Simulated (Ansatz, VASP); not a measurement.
## Ni in VASP and in Ansatz

Contents of INCAR:

```
SYSTEM = Ni
PREC = Accurate
ENCUT = 520
EDIFF = 1E-6
ISMEAR = -1
SIGMA = 0.6
LREAL = .FALSE.
LASPH = .TRUE.
NELM = 150
ALGO = Normal
ISIF = 2
LWAVE = .FALSE.
LCHARG = .FALSE.
ISPIN = 2
MAGMOM = 0.607
LORBIT = 11
LMAXMIX = 4
GGA = CA
NBANDS = 15
```

The input KPOINTS:

```
Automatic mesh
0
G
  16 16 16
  0 0 0
```

File POSCAR:

```
Ni
1.0
    0.0000000000      1.7124646296      1.7124646296
    1.7124646296      0.0000000000      1.7124646296
    1.7124646296      1.7124646296      0.0000000000
Ni
1
Direct
    0.0000000000      0.0000000000      0.0000000000
```

Input for Ansatz:

```yaml
crystal:
  lattice:
    - [0.0, 1.7124646296, 1.7124646296]
    - [1.7124646296, 0.0, 1.7124646296]
    - [1.7124646296, 1.7124646296, 0.0]
  atoms:
    - { symbol: Ni, position: [0.0, 0.0, 0.0], spin: 0.607 }
hamiltonian:
  xc: lda
  pseudopotentials:
    kind: paw
    azcp:
      Ni: "pseudopotentials/Ni.paw.azcp"
basis:
  ecutwfc: 420
  fft_grid_basis: typed
kpoints:
  mp_grid: { grid: [16, 16, 16], shift: [0, 0, 0] }
magnetization:
  spin_polarized: true
scf:
  occupations: { method: fermi_dirac, width: 0.6 }
  lower_state_search: "off"
output:
  stress: true
```

Alike in both runs: task single point; functional LDA; k mesh 16 × 16 × 16; occupations fermi-dirac, width 0.6 eV; collinear spin.

```csv
,VASP,Ansatz
version,VASP 6.6.1,Ansatz 0.2.0
potentials or method,"VASP PAW LDA potentials, release 64 (Ni), cutoff 520 eV","plane waves (420 eV) with PAW, scalar-relativistic"
valence electrons in the cell,10,18
```

Ansatz gave:

- pressure (GPa): 9.1
- net moment per atom (μB): 0.00

**Question.** What did VASP give for the same quantities?

**Answer.** Pressure (GPa): 9.0; net moment per atom (μB): 0.00.

Ansatz warns that its potentials were made for another functional, while VASP's fit it. LDA's correlation is that of Perdew and Zunger in VASP and of Perdew and Wang (1992) in Ansatz. VASP's potentials hold 10 valence electrons a cell and Ansatz's 18, so a difference there can come from the potentials and not from the codes. Ansatz's warnings: seeded moment not kept.
